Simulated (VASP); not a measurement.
WC: single point with r2SCAN

WC:

```xyz
2
Lattice="0.0000 2.2357 2.2357 2.2357 0.0000 2.2357 2.2357 2.2357 0.0000" Properties=species:S:1:pos:R:3 pbc="T T T"
W     0.0000    0.0000    0.0000
C     2.2357    2.2357    2.2357
```

```json
{"Program": "VASP 6.6.1", "Task": "single point", "Functional": "r2SCAN", "Potentials or basis": "VASP PAW PBE potentials, release 64 (W_sv, C)", "Cutoff": "520 eV", "k mesh": "11 × 11 × 11", "Occupations": "methfessel-paxton, width 0.1 eV", "Spin": "no spin polarisation"}
```

```json
{
  "Pressure": "-22.3 GPa",
  "Band gap on the k mesh": "zero (band 9 reaches 12.40 eV, above the bottom of band 10 at 9.47 eV)"
}
```

Levels at points of the mesh, in eV from the Fermi level:
```tsv
k point	band 6	band 7	band 8	band 9	band 10	band 11	band 12	band 13
(0.00, 0.00, 0.00)	-2.64	-2.64	-2.64	-1.05	-1.05	-1.05	-0.99	-0.99
```

Wall time 34 s on 1 thread of Intel Xeon 6975P-C (shared host), peak memory 0.16 GiB.

Caveat: the PAW data sets were made with another functional, which shifts forces and pressure a little; spin-orbit coupling is left out, which moves the levels of the heavy elements.
